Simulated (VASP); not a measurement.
A run of VASP 6.6.1 is set up as follows.

The input INCAR:

```
ALGO = Normal
EDIFF = 1E-6
ENCUT = 520
GGA = RE
ISIF = 2
ISMEAR = -1
LASPH = True
LCHARG = False
LREAL = False
LWAVE = False
NBANDS = 8
NELM = 100
PREC = Accurate
SIGMA = 0.1
```

Contents of KPOINTS:

```
k-points
0
Gamma
  14 14 14
```

The input POSCAR:

```
P
1.0
    2.3504510425      0.0000000000      0.0000000000
    0.0000000000      2.3504510425      0.0000000000
    0.0000000000      0.0000000000      2.3504510425
P
1
Direct
    0.0000000000      0.0000000000      0.0000000000
```

Potentials or basis: VASP PAW PBE potentials, release 64 (P).

The run is started by

```console
$ cat potpaw_PBE.64/P/POTCAR > POTCAR
$ mpirun -np 1 vasp_std > vasp.out
```

Q: Estimate the pressure.

A: 19.0 GPa.

Caveat: the PAW data sets were made with another functional, which shifts forces and pressure a little.
